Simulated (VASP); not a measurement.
BN, 2 atoms in the cell. It takes space group I-4m2 (No. 119, tetragonal). Conventional cell: a = 2.547 Å, b = 2.547 Å, c = 3.230 Å, α = 90.00°, β = 90.00°, γ = 90.00°. B (site symmetry -4m2) has 4 N at 1.51 Å within 2.0 Å. N (site symmetry -4m2) has 4 B at 1.51 Å within 2.0 Å.  This cell differs from its parent crystal: volume 5.239 Å^3 an atom, c/a of the conventional cell 0.8966.

* Program: VASP 6.6.1
* Task: single point
* Functional: PBE
* Potentials or basis: VASP PAW PBE potentials, release 64 (B, N)
* Cutoff: 520 eV
* k mesh: 12 × 12 × 12
* Occupations: gaussian, width 0.05 eV
* Spin: no spin polarisation
* Dipole correction: no
* Further INCAR settings: ALGO = Normal; EDIFF = 1e-06; NBANDS = 11

Potentials or basis: VASP PAW PBE potentials, release 64 (B, N).

Run with:

```console
$ cat potpaw_PBE.64/B/POTCAR potpaw_PBE.64/N/POTCAR > POTCAR
$ mpirun -np 1 vasp_std > vasp.out
```

Hardware: 1 thread of AMD EPYC 9R14 (Zen 4), on a shared host.

Q: Estimate the wall time of this run.

A: Run time: 10 s on 1 thread of AMD EPYC 9R14 (Zen 4), on a shared host, peak memory 0.1 GiB. Counts: scf iterations 12, k points 163.
